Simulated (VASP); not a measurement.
Set up this calculation in VASP 6.6.1, as the native input.

```
Task                   : single point
Functional             : LDA
Potentials or basis    : VASP PAW LDA potentials, release 64 (Tl_d)
Cutoff                 : 520 eV
k mesh                 : 10 × 10 × 10
Occupations            : fermi-dirac, width 0.1 eV
Spin                   : non-collinear spin, zero start, spin-orbit coupling
Starting moments       : [[0.0, 0.0, 0.0]] μB
Dipole correction      : no
Further INCAR settings : ALGO = Normal; EDIFF = 1e-06; NBANDS = 24
```

The structure of Tl lies in POSCAR:

```
Tl
1.0
    3.0842140762      0.0000000000      0.0000000000
    0.0000000000      3.0842140762      0.0000000000
    0.0000000000      0.0000000000      3.0842140762
Tl
1
Direct
    0.0000000000      0.0000000000      0.0000000000
```

These files were run (other wordings do the same):

INCAR

```
SYSTEM = Tl
PREC = Accurate ; ENCUT = 520
EDIFF = 1E-6 ; ISMEAR = -1
SIGMA = 0.1 ; LREAL = .FALSE.
LASPH = .TRUE. ; NELM = 150
ALGO = Normal ; ISIF = 2
LWAVE = .FALSE. ; LCHARG = .FALSE.
MAGMOM = 0 0 0 ; LORBIT = 11
LSORBIT = .TRUE. ; GGA_COMPAT = .FALSE.
LORBMOM = .TRUE. ; NBANDS = 24
```

KPOINTS

```
regular mesh
0
G
  10 10 10
  0 0 0
```

Potentials or basis: VASP PAW LDA potentials, release 64 (Tl_d).

The run is started by

```bash
$ cat potpaw_LDA.64/Tl_d/POTCAR > POTCAR
$ mpirun -np 1 vasp_ncl > vasp.out
```

It gave:

| Property | Result |
| --- | --- |
| Pressure | -0.4 GPa |
| Net moment | 0.00 μB per cell |
| Valence electrons inside the program's atomic spheres | Tl 11.27 |

Run time: 22 s on 1 thread of Intel(R) Xeon(R) Platinum 8488C (Sapphire Rapids) (shared host), peak memory 0.2 GiB.
